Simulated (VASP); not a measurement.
Write the native input for VASP 6.6.1 that does the following.

| Property | Result |
| --- | --- |
| Task | single point |
| Functional | LDA |
| Potentials or basis | VASP PAW LDA potentials, release 64 (Bi_d) |
| Cutoff | 520 eV |
| k mesh | 8 × 8 × 11 |
| Occupations | fermi-dirac, width 0.1 eV |
| Spin | no spin polarisation |
| Dipole correction | no |
| Further INCAR settings | ALGO = Normal; EDIFF = 1e-06; NBANDS = 30 |

The structure of Bi lies in POSCAR:

```
Bi
1.0
    5.5075314256      0.0000000000      0.0000000000
   -2.7537657128      4.7696621267      0.0000000000
    0.0000000000      0.0000000000      3.2527504441
Bi
3
Direct
    0.0000000000      1.0000000000      0.0000000000
    0.3333333333      0.6666666667      0.5000000000
    0.6666666667      0.3333333333      0.5000000000
```

This isn't the form of Bi at room conditions, which is rhombohedral.

These files were run (other wordings do the same):

INCAR

```
ALGO = Normal
EDIFF = 1E-6
ENCUT = 520
ISIF = 2
ISMEAR = -1
LASPH = T
LCHARG = F
LREAL = F
LWAVE = F
NBANDS = 30
NELM = 100
PREC = Accurate
SIGMA = 0.1
```

KPOINTS

```
k-points
0
Gamma
  8 8 11
```

Potentials or basis: VASP PAW LDA potentials, release 64 (Bi_d).

The run is started by

```console
$ cat potpaw_LDA.64/Bi_d/POTCAR > POTCAR
$ mpirun -np 1 vasp_std > vasp.out
```

Results of the run:

```yaml
Pressure: 2.8 GPa
Band_gap_on_the_k_mesh: zero (an odd number of electrons rules out a gap without spin polarisation)
```

Caveat: spin-orbit coupling is left out, which moves the levels of the heavy elements.

Run time: 2.3 min on 1 thread of Intel Xeon 8259CL (shared host), peak memory 0.24 GiB.
